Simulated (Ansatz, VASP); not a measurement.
## Cd: VASP beside Ansatz

INCAR

```
SYSTEM = Cd
  PREC = Accurate
  ENCUT = 500
  EDIFF = 1E-7
  ISMEAR = -1
  SIGMA = 0.1
  LREAL = .FALSE.
  LASPH = .TRUE.
  NELM = 120
  ALGO = Normal
  ISIF = 3
  LWAVE = .FALSE.
  LCHARG = .FALSE.
  IBRION = 2
  NSW = 80
  EDIFFG = -0.01
  GGA_COMPAT = .FALSE.
  NELMIN = 4
```

File KPOINTS:

```
regular mesh
0
G
  7 7 10
  0 0 0
```

Contents of POSCAR:

```
Cd
1.0
    4.9594071630      0.0000000000      0.0000000000
   -2.4797035815      4.2949725909      0.0000000000
    0.0000000000      0.0000000000      3.0401165909
Cd
3
Direct
    0.0000000000      0.0000000000      0.0000000000
    0.3333333333      0.6666666667      0.5000000000
    0.6666666667      0.3333333333      0.5000000000
```

Input for Ansatz:

```yaml
crystal:
  lattice:
    - [4.959407163, 0.0, 0.0]
    - [-2.4797035815, 4.2949725909, 0.0]
    - [0.0, 0.0, 3.0401165909]
  atoms:
    - { symbol: Cd, position: [0.0, 0.0, 0.0] }
    - { symbol: Cd, position: [0.3333333333, 0.6666666667, 0.5] }
    - { symbol: Cd, position: [0.6666666667, 0.3333333333, 0.5] }
hamiltonian:
  xc: lda
  pseudopotentials:
    kind: paw
    azcp:
      Cd: "pseudopotentials/Cd.paw.azcp"
basis:
  ecutwfc: 420
  fft_grid_basis: typed
kpoints:
  mp_grid: { grid: [7, 7, 10], shift: [0, 0, 0] }
magnetization:
  spin_polarized: false
scf:
  occupations: { method: fermi_dirac, width: 0.1 }
relax:
  max_steps: 60
  f_tol: 0.01
  cell: {}
```

Alike in both runs: task relaxation of cell and atoms; functional LDA; k mesh 7 × 7 × 10; occupations fermi-dirac, width 0.1 eV; no spin polarisation.

```csv
,VASP,Ansatz
version,VASP 6.6.1,Ansatz 0.2.0
potentials or method,"VASP PAW LDA potentials, release 64 (Cd), cutoff 500 eV","plane waves (420 eV) with PAW, scalar-relativistic"
valence electrons in the cell,36,60
```

|  | VASP | Ansatz | Ansatz less VASP |
| --- | --- | --- | --- |
| relaxed volume (Å³/atom) | 20.70 | 20.53 | -0.177 |
| relaxed cell length with the largest relative difference (Å) | 2.943 | 2.931 | -0.0127 |

Ansatz warns that its potentials were made for another functional, while VASP's fit it. LDA's correlation is that of Perdew and Zunger in VASP and of Perdew and Wang (1992) in Ansatz. VASP's potentials hold 36 valence electrons a cell and Ansatz's 60, so a difference there can come from the potentials and not from the codes.
